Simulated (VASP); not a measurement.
Input of a VASP 6.6.1 run:

INCAR

```
ALGO     = Normal         # electronic algorithm
EDIFF    = 1E-7           # SCF threshold, eV
ENCUT    = 520            # plane-wave cutoff, eV
GGA      = PS             # functional
ISIF     = 2              # what is computed and relaxed
ISMEAR   = -1             # smearing method
LASPH    = T              # aspherical terms in the spheres
LCHARG   = T              # write CHGCAR
LDAU     = T              # DFT+U
LDAUJ    = 0 0          
LDAUL    = 2 -1           # shell
LDAUPRINT= 1            
LDAUTYPE = 2            
LDAUU    = 3 0            # U, eV
LELF     = T              # ELF
LMAXMIX  = 4              # l up to which the mixer works
LREAL    = F              # projectors in reciprocal space
LVHAR    = T            
LWAVE    = F              # write WAVECAR
NBANDS   = 25             # bands
NELM     = 150            # most SCF steps
PREC     = Accurate       # precision mode
SIGMA    = 0.05           # smearing width, eV
```

Contents of KPOINTS:

```
k-points
0
Gamma
  10 10 5
```

Contents of POSCAR:

```
CuO
1.0
    2.3418500000     -1.7113000000      0.0000000000
    2.3418500000      1.7113000000      0.0000000000
   -0.8500274268      0.0000000000      5.0578693947
Cu O
2 2
Direct
    0.5000000000      0.0000000000      0.5000000000
    0.0000000000      0.5000000000      0.0000000000
    0.4184000000      0.5816000000      0.7500000000
    0.5816000000      0.4184000000      0.2500000000
```

Potentials or basis: VASP PAW PBE potentials, release 64 (Cu, O).

Command:

```console
$ cat potpaw_PBE.64/Cu/POTCAR potpaw_PBE.64/O/POTCAR > POTCAR
$ mpirun -np 1 vasp_std > vasp.out
```

(1) Estimate the band gap on the k mesh.

(2) What does it give for the largest force?

Answers

(1) zero (bands 17 and 18 overlap by 0.64 eV).

(2) 0.298 eV/Å.

Caveat: the cell stands under tension; the PAW data sets were made with another functional, which shifts forces and pressure a little; U without spin polarisation on a metal has little footing.
